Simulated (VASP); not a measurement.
# HC2Cl5 (Pnma) in VASP: single point with PBEsol

Aim: the single point of HC2Cl5 with PBEsol.

Program: VASP 6.6.1. These are calculated values, not measurements. Logs are shortened: lines on timing, memory, paths and dates and some standing lists are left out, and cuts for length are marked.

### 1 The cell of the first run

The structure is orthorhombic, space group Pnma (No. 62). Conventional cell: a = 10.413 Å, b = 11.434 Å, c = 6.547 Å, α = 90.00°, β = 90.00°, γ = 90.00°. Within 1.5 Å of H (site symmetry m) lie 1 C at 1.10 Å. Within 2.2 Å of C (site symmetry m) lie 1 C at 1.54 Å and 3 Cl at 1.77 Å and 1 H at 2.15 Å. C (site symmetry m) has 1 H at 1.10 Å and 1 C at 1.54 Å within 1.6 Å. Within 2.4 Å of Cl (site symmetry 1) lie 1 C at 1.77 Å. Cl (site symmetry m) has 1 C at 1.77 Å within 2.3 Å. Within 2.4 Å of Cl (site symmetry 1) lie 1 C at 1.77 Å and 1 H at 2.35 Å.

### 2 Single point, PBEsol

File INCAR:

```
ALGO = Normal
EDIFF = 1E-7
ENCUT = 520
GGA = PS
ISIF = 2
ISMEAR = 0
LASPH = T
LCHARG = F
LREAL = Auto
LUSENCCL = F
LWAVE = F
NBANDS = 110
NELM = 60
PREC = Accurate
SIGMA = 0.02
```

File KPOINTS:

```
k-points
0
Gamma
  2 2 4
```

File POSCAR:

```
HC2Cl5
1.0
   10.4127489144      0.0000000000      0.0000000000
    0.0000000000     11.4338265817      0.0000000000
    0.0000000000      0.0000000000      6.5467371979
H C Cl
4 8 20
Direct
    0.2852031115      0.2500000000      0.8341426057
    0.2147968885      0.7500000000      0.3341426057
    0.7852031115      0.2500000000      0.6658573943
    0.7147968885      0.7500000000      0.1658573943
    0.0784302077      0.2500000000      0.8390532877
    0.4215697923      0.7500000000      0.3390532877
    0.5784302077      0.2500000000      0.6609467123
    0.9215697923      0.7500000000      0.1609467123
    0.2090253348      0.2500000000      0.9509988914
    0.2909746652      0.7500000000      0.4509988914
    0.7090253348      0.2500000000      0.5490011086
    0.7909746652      0.7500000000      0.0490011086
    0.0715183501      0.3760453039      0.6811978378
    0.4284816499      0.6239546961      0.1811978378
    0.5715183501      0.1239546961      0.8188021622
    0.9284816499      0.8760453039      0.3188021622
    0.9284816499      0.6239546961      0.3188021622
    0.5715183501      0.3760453039      0.8188021622
    0.4284816499      0.8760453039      0.1811978378
    0.0715183501      0.1239546961      0.6811978378
    0.9485323616      0.2500000000      0.0124535327
    0.5514676384      0.7500000000      0.5124535327
    0.4485323616      0.2500000000      0.4875464673
    0.0514676384      0.7500000000      0.9875464673
    0.2275462773      0.1230238130      0.1014897001
    0.2724537227      0.8769761870      0.6014897001
    0.7275462773      0.3769761870      0.3985102999
    0.7724537227      0.6230238130      0.8985102999
    0.7724537227      0.8769761870      0.8985102999
    0.7275462773      0.1230238130      0.3985102999
    0.2724537227      0.6230238130      0.6014897001
    0.2275462773      0.3769761870      0.1014897001
```

Potentials or basis: VASP PAW PBE potentials, release 64 (H, C, Cl).

Command:

```console
> cat potpaw_PBE.64/H/POTCAR potpaw_PBE.64/C/POTCAR potpaw_PBE.64/Cl/POTCAR > POTCAR
> mpirun -np 1 vasp_std > vasp.out
```

OUTCAR:

```text
EDIFF = 1E-7
   ENCUT = 520
   GGA = PS
   ISIF = 2
   ISMEAR = 0
   LASPH = T
   LREAL = Auto
   NELM = 60
   PREC = Accurate

 ion  position               nearest neighbor table
   1  0.285  0.250  0.834-   9 1.10
   2  0.215  0.750  0.334-  10 1.10
   3  0.785  0.250  0.666-  11 1.10
   4  0.715  0.750  0.166-  12 1.10
   5  0.078  0.250  0.839-   9 1.54  21 1.77  20 1.77  13 1.77
   6  0.422  0.750  0.339-  10 1.54  22 1.77  19 1.77  14 1.77
   7  0.578  0.250  0.661-  11 1.54  23 1.77  18 1.77  15 1.77
   8  0.922  0.750  0.161-  12 1.54  24 1.77  17 1.77  16 1.77
   9  0.209  0.250  0.951-   1 1.10   5 1.54  25 1.77  32 1.77
  10  0.291  0.750  0.451-   2 1.10   6 1.54  26 1.77  31 1.77
  11  0.709  0.250  0.549-   3 1.10   7 1.54  27 1.77  30 1.77
  12  0.791  0.750  0.049-   4 1.10   8 1.54  28 1.77  29 1.77
  13  0.072  0.376  0.681-   5 1.77
  14  0.428  0.624  0.181-   6 1.77
  15  0.572  0.124  0.819-   7 1.77
  16  0.928  0.876  0.319-   8 1.77
  17  0.928  0.624  0.319-   8 1.77
  18  0.572  0.376  0.819-   7 1.77
[... 12 lines left out ...]
  31  0.272  0.623  0.601-  10 1.77
  32  0.228  0.377  0.101-   9 1.77

  LATTYP: Found a simple orthorhombic cell.
 ALAT       =     6.5467371979
 B/A-ratio  =     1.5905249592
 C/A-ratio  =     1.7464923726

  Lattice vectors:

 A1 = (   0.0000000000,   0.0000000000,   6.5467371979)
 A2 = (  10.4127489144,   0.0000000000,   0.0000000000)
 A3 = (   0.0000000000,  11.4338265817,   0.0000000000)

Analysis of symmetry for initial positions (statically):
=====================================================================
 Subroutine PRICEL returns:
 Original cell was already a primitive cell.

 Routine SETGRP: Setting up the symmetry group for a
 simple orthorhombic supercell.

 Subroutine GETGRP returns: Found  8 space group operations
 (whereof  2 operations were pure point group operations)
 out of a pool of  8 trial point group operations.

The static configuration has the point symmetry S_2 .
 The point group associated with its full space group is D_2h.

Analysis of symmetry for dynamics (positions and initial velocities):
=====================================================================
 Subroutine PRICEL returns:
 Original cell was already a primitive cell.

 Routine SETGRP: Setting up the symmetry group for a
 simple orthorhombic supercell.

 Subroutine GETGRP returns: Found  8 space group operations
 (whereof  2 operations were pure point group operations)
 out of a pool of  8 trial point group operations.

The dynamic configuration has the point symmetry S_2 .
 The point group associated with its full space group is D_2h.

 Subroutine INISYM returns: Found  8 space group operations
 (whereof  2 operations are pure point group operations),
 and found     1 'primitive' translations

----------------------------------------------------------------------------------------

                                     Primitive cell

  volume of cell :     779.4386

  direct lattice vectors                    reciprocal lattice vectors
    10.412748914  0.000000000  0.000000000     0.096036120  0.000000000  0.000000000
     0.000000000 11.433826582  0.000000000     0.000000000  0.087459784  0.000000000
     0.000000000  0.000000000  6.546737198     0.000000000  0.000000000  0.152747845

  length of vectors
    10.412748914 11.433826582  6.546737198     0.096036120  0.087459784  0.152747845

  position of ions in fractional coordinates (direct lattice)
     0.285203112  0.250000000  0.834142606
     0.214796888  0.750000000  0.334142606
     0.785203112  0.250000000  0.665857394
     0.714796888  0.750000000  0.165857394
     0.078430208  0.250000000  0.839053288
     0.421569792  0.750000000  0.339053288
[... 24 lines left out ...]
     0.272453723  0.623023813  0.601489700
     0.227546277  0.376976187  0.101489700

  ion indices of the primitive-cell ions
   primitive index   ion index
                 1           1
                 2           2
                 3           3
                 4           4
                 5           5
                 6           6
[... 24 lines left out ...]
                31          31
                32          32

----------------------------------------------------------------------------------------

 KPOINTS: k-points

Automatic generation of k-mesh.
 Grid dimensions read from file:
 generate k-points for:    2    2    4

 Generating k-lattice:

  Cartesian coordinates                     Fractional coordinates (reciprocal lattice)
     0.048018060  0.000000000  0.000000000     0.500000000  0.000000000  0.000000000
     0.000000000  0.043729892  0.000000000     0.000000000  0.500000000  0.000000000
     0.000000000  0.000000000  0.038186961     0.000000000  0.000000000  0.250000000

  Length of vectors
     0.048018060  0.043729892  0.038186961

  Shift w.r.t. Gamma in fractional coordinates (k-lattice)
     0.000000000  0.000000000  0.000000000

 Subroutine IBZKPT returns following result:
 ===========================================

 Found     12 irreducible k-points:

 Following reciprocal coordinates:
            Coordinates               Weight
  0.000000  0.000000  0.000000      1.000000
  0.500000  0.000000  0.000000      1.000000
  0.000000  0.500000  0.000000      1.000000
  0.500000  0.500000  0.000000      1.000000
  0.000000  0.000000  0.250000      2.000000
  0.500000  0.000000  0.250000      2.000000
  0.000000  0.500000  0.250000      2.000000
  0.500000  0.500000  0.250000      2.000000
  0.000000  0.000000  0.500000      1.000000
  0.500000  0.000000  0.500000      1.000000
  0.000000  0.500000  0.500000      1.000000
  0.500000  0.500000  0.500000      1.000000
   k-points           NKPTS =     12   k-points in BZ     NKDIM =     12   number of bands    NBANDS=    110
   number of dos      NEDOS =    301   number of ions     NIONS =     32
   total plane-waves  NPLWV = 360000
   dimension x,y,z NGX =    80 NGY =   90 NGZ =   50
   dimension x,y,z NGXF=   160 NGYF=  180 NGZF=  100
   ions per type =               4   8  20
   NGX,Y,Z   is equivalent  to a cutoff of  12.77, 13.09, 12.70 a.u.
   NGXF,Y,Z  is equivalent  to a cutoff of  25.54, 26.17, 25.39 a.u.
 SYSTEM =  unknown system
   PREC   = accura    normal or accurate (medium, high low for compatibility)
   ISTART =      0    job   : 0-new  1-cont  2-samecut
   ICHARG =      2    charge: 1-file 2-atom 10-const
   ISPIN  =      1    spin polarized calculation?
   LNONCOLLINEAR =      F non collinear calculations
   LSORBIT =      F    spin-orbit coupling
   LASPH  =      T    aspherical Exc in radial PAW
   ENCUT  =  520.0 eV  38.22 Ry    6.18 a.u.  19.36 21.26 12.17*2*pi/ulx,y,z
   NELM   =     60;   NELMIN=  2; NELMDL= -5     # of ELM steps
   EDIFF  = 0.1E-06   stopping-criterion for ELM
   LREAL  =      T    real-space projection
   EDIFFG = 0.1E-05   stopping-criterion for IOM
   NSW    =      0    number of steps for IOM
   IBRION =     -1    ionic relax: 0-MD 1-quasi-New 2-CG
   NFREE  =      0    steps in history (QN), initial steepest desc. (CG)
   ISIF   =      2    stress and relaxation
   ISYM   =      2    0-nonsym 1-usesym 2-fastsym
   POTIM  = 0.5000    time-step for ionic-motion
   TEBEG  =    0.0;   TEEND  =   0.0 temperature during run
   PSTRESS=    0.0 pullay stress
   NELECT =     176.0000    total number of electrons
   NUPDOWN=      -1.0000    fix difference up-down
   EMIN   =  10.00;   EMAX   =-10.00  energy-range for DOS
   EFERMI =   0.00;   METHOD = LEGACY
   ISMEAR =     0;   SIGMA  =   0.02  broadening in eV -4-tet -1-fermi 0-gaus
   EFERMI_NEDOS =   21; number of points for ismear=-14 and -15
   IALGO  =     38    algorithm
   IMIX   =      4    mixing-type and parameters
     AMIX     =   0.40;   BMIX     =  1.00
     AMIX_MAG =   1.60;   BMIX_MAG =  1.00
  volume/ion in A,a.u.               =      24.36       164.37
  Fermi-wavevector in a.u.,A,eV,Ry     =   0.996900  1.883869 13.521610  0.993810
  Thomas-Fermi vector in A             =   2.129020
   LORBIT       =      0    0 simple, 1 ext, 2 COOP (PROOUT), +10 PAW based schemes
   GGA     = PS    functional components
   LHFCALC =     F    Hartree Fock is set to
   AEXX    =    0.0000 exact exchange contribution
   IVDW    =     0    specifies the selected vdW correction
   LEPSILON=     F    determine dielectric tensor
   LRPA    =     F    only Hartree local field effects (RPA)
 non-spin polarized calculation
 Gauss-broadening in eV      SIGMA  =   0.02
  energy-cutoff  :      520.00
  volume of cell :      779.44
 maximum number of plane-waves:     21033
 NGX is ok and might be reduce to    80
   NGX = 39   NGY = 43   NGZ = 25

 number of electron     176.0000008 magnetization

 Free energy of the ion-electron system (eV)
  ---------------------------------------------------
  ext. energy  EPLUGINS =         0.00000000
  ---------------------------------------------------
  free energy    TOTEN  =      -136.55935655 eV

  energy without entropy =     -136.55935655  energy(sigma->0) =     -136.55935655

 E-fermi :  -1.3753     XC(G=0):  -7.2964

 val. band max:       -1.5114828316   @ k =   0.5000   0.0000   0.0000
 cond. band min:       3.2323347878   @ k =   0.0000   0.0000   0.0000
 fundamental gap:      4.7438176193
 Fermi energy:        -1.3753376763

 k-point     1 :       0.0000    0.0000    0.0000
  band No.  band energies     occupation
      1     -18.9336      2.00000
      2     -18.9161      2.00000
      3     -18.8877      2.00000
      4     -18.8819      2.00000
      5     -17.1565      2.00000
      6     -17.1421      2.00000
[... 92 lines left out ...]
     99       4.1349      0.00000
    100       4.3196      0.00000

 k-point     2 :       0.5000    0.0000    0.0000
  band No.  band energies     occupation
      1     -18.9118      2.00000
      2     -18.9118      2.00000
      3     -18.8985      2.00000
      4     -18.8985      2.00000
      5     -17.1296      2.00000
      6     -17.1296      2.00000
[... 1019 lines left out ...]
     99       4.1038      0.00000
    100       4.1038      0.00000

 k-point    12 :       0.5000    0.5000    0.5000
  band No.  band energies     occupation
      1     -18.9003      2.00000
      2     -18.9003      2.00000
      3     -18.9003      2.00000
      4     -18.9003      2.00000
      5     -17.1298      2.00000
      6     -17.1298      2.00000
[... 92 lines left out ...]
     99       4.1126      0.00000
    100       4.1126      0.00000
 [bands above 100 left out]

------------------------ aborting loop because EDIFF is reached ----------------------------------------

  FORCE on cell =-STRESS in cart. coord.  units (eV):
  Direction    XX          YY          ZZ          XY          YZ          ZX
  --------------------------------------------------------------------------------------
  -------------------------------------------------------------------------------------
  Total       -0.5346140     -1.8434217     -1.1967707      0.0000000      0.0000000      0.0000000
  in kB       -1.0989274     -3.7892509     -2.4600256      0.0000000      0.0000000      0.0000000
  external PRESSURE =      -2.4494013 kB  Pullay stress =       0.0000000 kB

 VOLUME and BASIS-vectors are now :
 -----------------------------------------------------------------------------
  energy-cutoff  :      520.00
  volume of cell :      779.44
      direct lattice vectors                 reciprocal lattice vectors
    10.412748914  0.000000000  0.000000000     0.096036120  0.000000000  0.000000000
     0.000000000 11.433826582  0.000000000     0.000000000  0.087459784  0.000000000
     0.000000000  0.000000000  6.546737198     0.000000000  0.000000000  0.152747845

 POSITION                                       TOTAL-FORCE (eV/Angst)
 -----------------------------------------------------------------------------------
      2.96975      2.85846      5.46091         0.020492      0.000000     -0.017593
      2.23663      8.57537      2.18754        -0.020492      0.000000     -0.017593
      8.17612      2.85846      4.35919         0.020492     -0.000000      0.017593
      7.44300      8.57537      1.08582        -0.020492     -0.000000      0.017593
      0.81667      2.85846      5.49306        -0.099378      0.000000     -0.050859
      4.38970      8.57537      2.21969         0.099378      0.000000     -0.050859
[... 24 lines left out ...]
      2.83699      7.12355      3.93779         0.010200      0.072468     -0.047995
      2.36938      4.31028      0.66443        -0.010200     -0.072468     -0.047995
 -----------------------------------------------------------------------------------
    total drift:                                0.000000     -0.000000      0.000000

  FREE ENERGIE OF THE ION-ELECTRON SYSTEM (eV)
  ---------------------------------------------------
  free  energy   TOTEN  =      -136.5593565495 eV

  energy  without entropy=     -136.5593565495  energy(sigma->0) =     -136.55935655
```

It took 3.3 min on 1 × NVIDIA H100 80GB with 1 thread of AMD EPYC 7R13 (Zen 3), shared host; peak memory 2 GiB.

What came out:

```
Free energy            : -136.5594 eV
Pressure               : -0.2 GPa
Largest force          : 0.122 eV/Å
Band gap on the k mesh : 4.74 eV
```

Forces on the atoms (eV/Å):
```
H    0.020  0.000 -0.018
H   -0.020  0.000 -0.018
H    0.020  0.000  0.018
H   -0.020  0.000  0.018
C   -0.099  0.000 -0.051
C    0.099  0.000 -0.051
C   -0.099  0.000  0.051
C    0.099  0.000  0.051
C    0.011  0.000  0.121
C   -0.011  0.000  0.121
C    0.011  0.000 -0.121
C   -0.011  0.000 -0.121
Cl   0.001 -0.071  0.049
Cl  -0.001  0.071  0.049
Cl   0.001  0.071 -0.049
Cl  -0.001 -0.071 -0.049
Cl  -0.001  0.071 -0.049
Cl   0.001 -0.071 -0.049
Cl  -0.001 -0.071  0.049
Cl   0.001  0.071  0.049
Cl   0.071  0.000 -0.060
Cl  -0.071  0.000 -0.060
Cl   0.071  0.000  0.060
Cl  -0.071  0.000  0.060
Cl  -0.010  0.072 -0.048
Cl   0.010 -0.072 -0.048
Cl  -0.010 -0.072  0.048
Cl   0.010  0.072  0.048
Cl   0.010 -0.072  0.048
Cl  -0.010  0.072  0.048
Cl   0.010  0.072 -0.048
Cl  -0.010 -0.072 -0.048
```

Stress tensor (GPa, compression positive):
```
-0.11  0.00  0.00
 0.00 -0.38  0.00
 0.00  0.00 -0.25
```

Caveat: this functional lacks dispersion, which holds the molecules together, so the pressure and a relaxed volume are unreliable; the PAW data sets were made with another functional, which shifts forces and pressure a little.
